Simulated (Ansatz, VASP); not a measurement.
**Tc: VASP beside Ansatz**

```xyz
1
Lattice="0.0000 1.9236 1.9236 1.9236 0.0000 1.9236 1.9236 1.9236 0.0000" Properties=species:S:1:pos:R:3 pbc="T T T"
Tc    0.0000    0.0000    0.0000
```

Change from the starting cell: volume scaled by 0.96.

Alike in both runs: task single point; functional PBEsol; k mesh 18 × 18 × 18; occupations fermi-dirac, width 0.03 eV; no spin polarisation.

```csv
,VASP,Ansatz
version,VASP 6.6.1,Ansatz 0.2.0
potentials or method,"VASP PAW PBE potentials, release 64 (Tc_pv), cutoff 520 eV","all-electron LAPW, scalar-relativistic"
```

|  | VASP | Ansatz | Ansatz less VASP |
| --- | --- | --- | --- |
| pressure (GPa) | -4.3 | -3.6 | +0.65 |

VASP's potentials were made for PBE, not for PBEsol. Ansatz ran all-electron here, and VASP with PAW potentials.
